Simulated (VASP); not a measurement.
# LuAg4 in VASP: further runs

The runs below take LuAg4 through single point, with PBE.

All numbers are computed with VASP 6.6.1; they aren't measurements. Logs are shortened: lines on timing, memory, paths and dates and some standing lists are left out, and cuts for length are marked.

**1. The cell of the first run**

The cell holds an amorphous packing of atoms, 5 atoms: a = 4.863 Å, b = 4.740 Å, c = 4.642 Å, α = 96.28°, β = 93.78°, γ = 82.11°.

**2. Single point, PBE**

File INCAR:

```
PREC = Accurate
ENCUT = 520
EDIFF = 1E-6
ISMEAR = -1
SIGMA = 0.1
LREAL = False
LASPH = True
NELM = 60
ALGO = Normal
ISIF = 2
LWAVE = False
LCHARG = False
GGA = PE
NBANDS = 42
```

File KPOINTS:

```
Automatic mesh
0
Gamma
  3 3 3
```

File POSCAR:

```
LuAg4
1.0
    4.8572960000      0.1059970000     -0.2151050000
    0.5211130000      4.6674870000     -0.6380540000
   -0.1041000000      0.1299930000      4.6389010000
Ag Lu
4 1
Direct
    0.6743036348      0.1200921300      0.9717091068
    0.4347656265      0.2747503422      0.4688983048
    0.3442965301      0.7820629355      0.7264007767
    0.9572985148      0.1168345170      0.4727303790
    0.9964561468      0.5799532157      0.1115717211
```

Potentials or basis: VASP PAW PBE potentials, release 64 (Ag, Lu).

Command:

```sh
$ cat potpaw_PBE.64/Ag/POTCAR potpaw_PBE.64/Lu/POTCAR > POTCAR
$ mpirun -np 1 vasp_std > vasp.out
```

OUTCAR:

```text
PREC = Accurate
   ENCUT = 520
   EDIFF = 1E-6
   ISMEAR = -1
   LREAL = False
   LASPH = True
   NELM = 60
   ISIF = 2
   GGA = PE

 ion  position               nearest neighbor table
   1  0.674  0.120  0.972-   3 2.55   4 2.62   2 2.64   2 2.67   4 2.77   5 2.85   5 2.93   3 3.59

   2  0.435  0.275  0.469-   4 2.54   4 2.55   3 2.56   1 2.64   1 2.67   3 2.84   5 2.93
   3  0.344  0.782  0.726-   1 2.55   2 2.56   4 2.60   2 2.84   5 2.86   5 3.34   1 3.59   5 3.60

   4  0.957  0.117  0.473-   2 2.54   2 2.55   3 2.60   1 2.62   1 2.77   5 2.88   5 2.94   5 3.50

   5  0.996  0.580  0.112-   1 2.85   3 2.86   4 2.88   1 2.93   2 2.93   4 2.94   3 3.34   4 3.50
                             3 3.60

  LATTYP: Found a triclinic cell.
 ALAT       =     6.4975791295
 B/A-ratio  =     1.2232278469
 C/A-ratio  =     0.9635450329
 COS(alpha) =     0.0152029547
 COS(beta)  =     0.5116398586
 COS(gamma) =     0.8028738344

  Lattice vectors:

 A1 = (  -4.7531960000,  -0.2359900000,  -4.4237960000)
 A2 = (  -4.2320830000,   4.4314970000,  -5.0618500000)
 A3 = (  -0.4170130000,  -4.7974800000,  -4.0008470000)

Analysis of symmetry for initial positions (statically):
=====================================================================
 Subroutine PRICEL returns:
 Original cell was already a primitive cell.

 Routine SETGRP: Setting up the symmetry group for a
 triclinic supercell.

 Subroutine GETGRP returns: Found  1 space group operations
 (whereof  1 operations were pure point group operations)
 out of a pool of  2 trial point group operations.

The static configuration has the point symmetry C_1 .

Analysis of symmetry for dynamics (positions and initial velocities):
=====================================================================
 Subroutine PRICEL returns:
 Original cell was already a primitive cell.

 Routine SETGRP: Setting up the symmetry group for a
 triclinic supercell.

 Subroutine GETGRP returns: Found  1 space group operations
 (whereof  1 operations were pure point group operations)
 out of a pool of  2 trial point group operations.

The dynamic configuration has the point symmetry C_1 .

 Subroutine INISYM returns: Found  1 space group operations
 (whereof  1 operations are pure point group operations),
 and found     1 'primitive' translations
[... 85 lines left out ...]
   LNONCOLLINEAR =      F non collinear calculations
   LSORBIT =      F    spin-orbit coupling
   LASPH  =      T    aspherical Exc in radial PAW
   ENCUT  =  520.0 eV  38.22 Ry    6.18 a.u.   9.04  8.81  8.63*2*pi/ulx,y,z
   NELM   =     60;   NELMIN=  2; NELMDL= -5     # of ELM steps
   EDIFF  = 0.1E-05   stopping-criterion for ELM
   LREAL  =      F    real-space projection
   EDIFFG = 0.1E-04   stopping-criterion for IOM
   NSW    =      0    number of steps for IOM
   IBRION =     -1    ionic relax: 0-MD 1-quasi-New 2-CG
   NFREE  =      0    steps in history (QN), initial steepest desc. (CG)
   ISIF   =      2    stress and relaxation
   ISYM   =      2    0-nonsym 1-usesym 2-fastsym
   POTIM  = 0.5000    time-step for ionic-motion
   TEBEG  =    0.0;   TEEND  =   0.0 temperature during run
   PSTRESS=    0.0 pullay stress
   NELECT =      69.0000    total number of electrons
   NUPDOWN=      -1.0000    fix difference up-down
   EMIN   =  10.00;   EMAX   =-10.00  energy-range for DOS
   EFERMI =   0.00;   METHOD = LEGACY
   ISMEAR =    -1;   SIGMA  =   0.10  broadening in eV -4-tet -1-fermi 0-gaus
   EFERMI_NEDOS =   21; number of points for ismear=-14 and -15
   IALGO  =     38    algorithm
   IMIX   =      4    mixing-type and parameters
     AMIX     =   0.40;   BMIX     =  1.00
     AMIX_MAG =   1.60;   BMIX_MAG =  1.00
  volume/ion in A,a.u.               =      21.04       141.99
  Fermi-wavevector in a.u.,A,eV,Ry     =   1.422370  2.687890 27.526451  2.023137
  Thomas-Fermi vector in A             =   2.543081
   LORBIT       =      0    0 simple, 1 ext, 2 COOP (PROOUT), +10 PAW based schemes
   GGA     = PE    functional components
   LHFCALC =     F    Hartree Fock is set to
   AEXX    =    0.0000 exact exchange contribution
   IVDW    =     0    specifies the selected vdW correction
   LEPSILON=     F    determine dielectric tensor
   LRPA    =     F    only Hartree local field effects (RPA)
 non-spin polarized calculation
  energy-cutoff  :      520.00
  volume of cell :      105.20
 maximum number of plane-waves:      2843
   NGX = 19   NGY = 17   NGZ = 17

 number of electron      69.0000002 magnetization

 Free energy of the ion-electron system (eV)
  ---------------------------------------------------
  ext. energy  EPLUGINS =         0.00000000
  ---------------------------------------------------
  free energy    TOTEN  =       -14.09616127 eV

  energy without entropy =      -14.00003142  energy(sigma->0) =      -14.04809634

 E-fermi :   6.2114     XC(G=0): -11.1716

 val. band max:        6.1875570254   @ k =  -0.0000  -0.3333   0.3333
 cond. band min:       6.2546257882   @ k =   0.3333  -0.3333   0.3333
 fundamental gap:      0.0670687627
 Fermi energy:         6.2114494574

 k-point     1 :       0.0000    0.0000    0.0000
  band No.  band energies     occupation
      1     -51.0874      2.00000
      2     -21.7621      2.00000
      3     -21.7332      2.00000
      4     -21.7025      2.00000
      5      -1.2811      2.00000
      6      -0.3435      2.00000
[... 619 lines left out ...]
     41       9.4835      0.00000
     42      11.0251      0.00000

------------------------ aborting loop because EDIFF is reached ----------------------------------------

  FORCE on cell =-STRESS in cart. coord.  units (eV):
  Direction    XX          YY          ZZ          XY          YZ          ZX
  --------------------------------------------------------------------------------------
  -------------------------------------------------------------------------------------
  Total        9.3547519      6.8076324      6.1865823      1.0187274     -0.1601314      1.7479326
  in kB      142.4646904    103.6742887     94.2162378     15.5143279     -2.4386618     26.6194851
  external PRESSURE =     113.4517390 kB  Pullay stress =       0.0000000 kB

 VOLUME and BASIS-vectors are now :
 -----------------------------------------------------------------------------
  energy-cutoff  :      520.00
  volume of cell :      105.20
      direct lattice vectors                 reciprocal lattice vectors
     4.857296000  0.105997000 -0.215105000     0.206596558 -0.022346603  0.005262368
     0.521113000  4.667487000 -0.638054000    -0.004939619  0.213964758 -0.006106648
    -0.104100000  0.129993000  4.638901000     0.008900429  0.028393407  0.214972380

 POSITION                                       TOTAL-FORCE (eV/Angst)
 -----------------------------------------------------------------------------------
      3.23672      0.75832      4.28599         0.272533      0.428295     -0.174045
      2.20615      1.38943      1.90635        -0.162827      0.163638     -0.361210
      2.00428      3.78119      2.79664        -0.099594     -0.471390      0.285366
      4.66155      0.70825      1.91248        -0.126547     -0.022113      0.626244
      5.13069      2.82705     -0.06681         0.116436     -0.098431     -0.376354
 -----------------------------------------------------------------------------------
    total drift:                                0.000215     -0.000275     -0.000975

  FREE ENERGIE OF THE ION-ELECTRON SYSTEM (eV)
  ---------------------------------------------------
  free  energy   TOTEN  =       -14.0961612728 eV

  energy  without entropy=      -14.0000314150  energy(sigma->0) =      -14.04809634
```

Wall time 1.7 min (1 thread of Intel Xeon 6975P-C, shared host); peak memory 0.24 GiB.

What came out:

```
Free energy   : -14.0962 eV
Pressure      : 11.3 GPa
Largest force : 0.639 eV/Å
```

Forces in eV/Å, atoms in the order of the input:
```
Ag   0.273  0.428 -0.174
Ag  -0.163  0.164 -0.361
Ag  -0.100 -0.471  0.285
Ag  -0.127 -0.022  0.626
Lu   0.116 -0.098 -0.376
```

Stress tensor (GPa, compression positive):
```
14.25  1.55  2.66
 1.55 10.37 -0.24
 2.66 -0.24  9.42
```

Caveat: the k points lie up to 0.45 Å⁻¹ apart; spin-orbit coupling is left out, which moves the levels of the heavy elements.

**3. Single point, PBE**

File INCAR:

```
SYSTEM = LuAg4
PREC     = Accurate       ! precision mode
ENCUT    = 520            ! plane-wave cutoff, eV
EDIFF    = 1E-6           ! SCF threshold, eV
ISMEAR   = -1             ! smearing method
SIGMA    = 0.1            ! smearing width, eV
LREAL    = .FALSE.        ! projectors in reciprocal space
LASPH    = .TRUE.         ! aspherical terms in the spheres
NELM     = 60             ! most SCF steps
ALGO     = Normal         ! electronic algorithm
ISIF     = 2              ! what is computed and relaxed
LWAVE    = .FALSE.        ! write WAVECAR
LCHARG   = .TRUE.         ! write CHGCAR
GGA      = PE             ! functional
LELF     = .TRUE.         ! ELF
LVHAR    = .TRUE.       
NBANDS   = 42             ! bands
```

File KPOINTS:

```
regular mesh
0
G
  3 3 3
  0 0 0
```

File POSCAR:

```
LuAg4
1.0
    4.8572960000      0.1059970000     -0.2151050000
    0.5211130000      4.6674870000     -0.6380540000
   -0.1041000000      0.1299930000      4.6389010000
Ag Lu
4 1
Direct
    0.6752655275      0.1201946927      0.9715039609
    0.4323421595      0.2762608782      0.4678095779
    0.3445898391      0.7814756759      0.7293466013
    0.9569111735      0.1145609184      0.4701536916
    0.9974154076      0.5807226222      0.1121419563
```

Potentials or basis: VASP PAW PBE potentials, release 64 (Ag, Lu).

Command:

```sh
$ cat potpaw_PBE.64/Ag/POTCAR potpaw_PBE.64/Lu/POTCAR > POTCAR
$ mpirun -np 1 vasp_std > vasp.out
```

OUTCAR:

```text
SYSTEM = LuAg4
   PREC = Accurate
   ENCUT = 520
   EDIFF = 1E-6
   ISMEAR = -1
   LREAL = .FALSE.
   LASPH = .TRUE.
   NELM = 60
   ISIF = 2
   GGA = PE

 ion  position               nearest neighbor table
   1  0.675  0.120  0.972-   3 2.55   4 2.61   2 2.65   2 2.68   4 2.77   5 2.85   5 2.92   3 3.58

   2  0.432  0.276  0.468-   4 2.53   3 2.56   4 2.56   1 2.65   1 2.68   3 2.85   5 2.92
   3  0.345  0.781  0.729-   1 2.55   2 2.56   4 2.61   5 2.85   2 2.85   5 3.34   1 3.58   5 3.60

   4  0.957  0.115  0.470-   2 2.53   2 2.56   3 2.61   1 2.61   1 2.77   5 2.86   5 2.94   5 3.52

   5  0.997  0.581  0.112-   3 2.85   1 2.85   4 2.86   2 2.92   1 2.92   4 2.94   3 3.34   4 3.52
                             3 3.60

  LATTYP: Found a triclinic cell.
 ALAT       =     6.4975791295
 B/A-ratio  =     1.2232278469
 C/A-ratio  =     0.9635450329
 COS(alpha) =     0.0152029547
 COS(beta)  =     0.5116398586
 COS(gamma) =     0.8028738344

  Lattice vectors:

 A1 = (  -4.7531960000,  -0.2359900000,  -4.4237960000)
 A2 = (  -4.2320830000,   4.4314970000,  -5.0618500000)
 A3 = (  -0.4170130000,  -4.7974800000,  -4.0008470000)

Analysis of symmetry for initial positions (statically):
=====================================================================
 Subroutine PRICEL returns:
 Original cell was already a primitive cell.

 Routine SETGRP: Setting up the symmetry group for a
 triclinic supercell.

 Subroutine GETGRP returns: Found  1 space group operations
 (whereof  1 operations were pure point group operations)
 out of a pool of  2 trial point group operations.

The static configuration has the point symmetry C_1 .

Analysis of symmetry for dynamics (positions and initial velocities):
=====================================================================
 Subroutine PRICEL returns:
 Original cell was already a primitive cell.

[... 118 lines left out ...]
   EFERMI_NEDOS =   21; number of points for ismear=-14 and -15
   IALGO  =     38    algorithm
   IMIX   =      4    mixing-type and parameters
     AMIX     =   0.40;   BMIX     =  1.00
     AMIX_MAG =   1.60;   BMIX_MAG =  1.00
  volume/ion in A,a.u.               =      21.04       141.99
  Fermi-wavevector in a.u.,A,eV,Ry     =   1.422370  2.687890 27.526451  2.023137
  Thomas-Fermi vector in A             =   2.543081
   LORBIT       =      0    0 simple, 1 ext, 2 COOP (PROOUT), +10 PAW based schemes
   GGA     = PE    functional components
   LHFCALC =     F    Hartree Fock is set to
   AEXX    =    0.0000 exact exchange contribution
   IVDW    =     0    specifies the selected vdW correction
   LEPSILON=     F    determine dielectric tensor
   LRPA    =     F    only Hartree local field effects (RPA)
 non-spin polarized calculation
  energy-cutoff  :      520.00
  volume of cell :      105.20
 maximum number of plane-waves:      2843
   NGX = 19   NGY = 17   NGZ = 17

 number of electron      69.0000003 magnetization

 Free energy of the ion-electron system (eV)
  ---------------------------------------------------
  ext. energy  EPLUGINS =         0.00000000
  ---------------------------------------------------
  free energy    TOTEN  =       -14.09911563 eV

  energy without entropy =      -14.00370216  energy(sigma->0) =      -14.05140890

 E-fermi :   6.2056     XC(G=0): -11.1715

 val. band max:        6.1841438255   @ k =  -0.0000  -0.3333   0.3333
 cond. band min:       6.2447930925   @ k =   0.3333  -0.3333   0.3333
 fundamental gap:      0.0606492670
 Fermi energy:         6.2055921080

 k-point     1 :       0.0000    0.0000    0.0000
  band No.  band energies     occupation
      1     -51.0793      2.00000
      2     -21.7558      2.00000
      3     -21.7276      2.00000
      4     -21.6965      2.00000
      5      -1.2728      2.00000
      6      -0.3343      2.00000
[... 619 lines left out ...]
     41       9.4890      0.00000
     42      11.0245      0.00000

------------------------ aborting loop because EDIFF is reached ----------------------------------------

  FORCE on cell =-STRESS in cart. coord.  units (eV):
  Direction    XX          YY          ZZ          XY          YZ          ZX
  --------------------------------------------------------------------------------------
  -------------------------------------------------------------------------------------
  Total        9.1951996      6.8633898      6.1980964      1.1451816     -0.0627472      1.7690811
  in kB      140.0348487    104.5234248     94.3915885     17.4401141     -0.9555850     26.9415577
  external PRESSURE =     112.9832873 kB  Pullay stress =       0.0000000 kB

 VOLUME and BASIS-vectors are now :
 -----------------------------------------------------------------------------
  energy-cutoff  :      520.00
  volume of cell :      105.20
      direct lattice vectors                 reciprocal lattice vectors
     4.857296000  0.105997000 -0.215105000     0.206596558 -0.022346603  0.005262368
     0.521113000  4.667487000 -0.638054000    -0.004939619  0.213964758 -0.006106648
    -0.104100000  0.129993000  4.638901000     0.008900429  0.028393407  0.214972380

 POSITION                                       TOTAL-FORCE (eV/Angst)
 -----------------------------------------------------------------------------------
      3.24147      0.75887      4.28477         0.236319      0.459092     -0.269147
      2.19528      1.39608      1.90085        -0.028820      0.097124     -0.316361
      2.00509      3.77886      2.81062        -0.108886     -0.390734      0.246918
      4.65876      0.69726      1.90206        -0.169069     -0.016403      0.731730
      5.13569      2.83082     -0.06487         0.070456     -0.149079     -0.393140
 -----------------------------------------------------------------------------------
    total drift:                                0.000251     -0.000425     -0.001089

  FREE ENERGIE OF THE ION-ELECTRON SYSTEM (eV)
  ---------------------------------------------------
  free  energy   TOTEN  =       -14.0991156294 eV

  energy  without entropy=      -14.0037021644  energy(sigma->0) =      -14.05140890
```

stdout:

```text
POSCAR found type information on POSCAR AgLu
 POSCAR found :  2 types and       5 ions
 scaLAPACK will be used
 LDA part: xc-table for (Slater+PW92), standard interpolation
 POSCAR, INCAR and KPOINTS ok, starting setup
 FFT: planning ... GRIDC
 FFT: planning ... GRID_SOFT
 FFT: planning ... GRID
 WAVECAR not read
 entering main loop
```

Run time: 2.1 min. Hardware: 1 thread of Intel Xeon 6975P-C, shared host; peak memory 0.24 GiB.

What came out:

```
Free energy   : -14.0991 eV
Pressure      : 11.3 GPa
Largest force : 0.751 eV/Å
```

Forces on the atoms (eV/Å):
```
Ag   0.236  0.459 -0.269
Ag  -0.029  0.097 -0.316
Ag  -0.109 -0.391  0.247
Ag  -0.169 -0.016  0.732
Lu   0.070 -0.149 -0.393
```

Stress tensor (GPa, compression positive):
```
14.00  1.74  2.69
 1.74 10.45 -0.10
 2.69 -0.10  9.44
```

Caveat: the k points lie up to 0.45 Å⁻¹ apart; spin-orbit coupling is left out, which moves the levels of the heavy elements.

[end of part 1 of 2]
